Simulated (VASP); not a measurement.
Write the native input for VASP 6.6.1 that does the following.

```
Task                   : relaxation of cell and atoms
Functional             : PBE
Potentials or basis    : VASP PAW PBE potentials, release 64 (C, O)
Cutoff                 : 600 eV
k mesh                 : 9 × 9 × 5
Occupations            : methfessel-paxton, width 0.01 eV
Spin                   : no spin polarisation
Target pressure        : 10 GPa
Dipole correction      : no
Further INCAR settings : ALGO = Normal; EDIFF = 1e-06; IBRION = 2; EDIFFG = -0.02; NSW = 60; ISIF = 3
```

The structure of CO2 lies in POSCAR:

```
CO2
1.0
    2.6900000000      0.0000000000      0.0000000000
   -1.3450000000      2.3296083362      0.0000000000
    0.0000000000      0.0000000000      4.3040000000
C O
1 2
Direct
    0.0000000000      0.0000000000      0.0000000000
    0.3333333333      0.6666666667      0.2500000000
    0.6666666667      0.3333333333      0.7500000000
```

One way to write it, as run:

INCAR

```
  PREC = Accurate
  ENCUT = 600
  EDIFF = 1E-6
  ISMEAR = 1
  SIGMA = 0.01
  LREAL = False
  LASPH = True
  NELM = 80
  ALGO = Normal
  ISIF = 3
  LWAVE = False
  LCHARG = False
  GGA = PE
  IBRION = 2
  NSW = 60
  EDIFFG = -0.02
  PSTRESS = 100.0
```

KPOINTS

```
regular mesh
0
Gamma
  9 9 5
```

Potentials or basis: VASP PAW PBE potentials, release 64 (C, O).

The run is started by

```sh
$ cat potpaw_PBE.64/C/POTCAR potpaw_PBE.64/O/POTCAR > POTCAR
$ mpirun -np 1 vasp_std > vasp.out
```

Results of the run:

```
Relaxed volume                                             : 6.79 Å³/atom
Relaxed cell                                               : a = 2.347 Å, b = 2.347 Å, c = 4.272 Å, α = 90.00°, β = 90.00°, γ = 120.00°
Space group after relaxing (to 0.1 Å)                      : P-3m1 (No. 164)
Energy change on relaxing (the run minimises the enthalpy) : -785.5 meV/atom
Ionic steps                                                : 17
Pressure after relaxing                                    : 10.0 GPa
Largest force after relaxing                               : 0.019 eV/Å
Band gap on the k mesh                                     : 4.68 eV (least direct gap 5.17 eV)
```

Caveat: the cell is relaxed towards a set pressure, so the run minimises the enthalpy, not the energy; the volume moved by over 15 % at a fixed basis, so the end points are rough.

Run time: 80 s on 1 thread of Intel(R) Xeon(R) Platinum 8488C (Sapphire Rapids), on a shared host, peak memory 0.16 GiB.
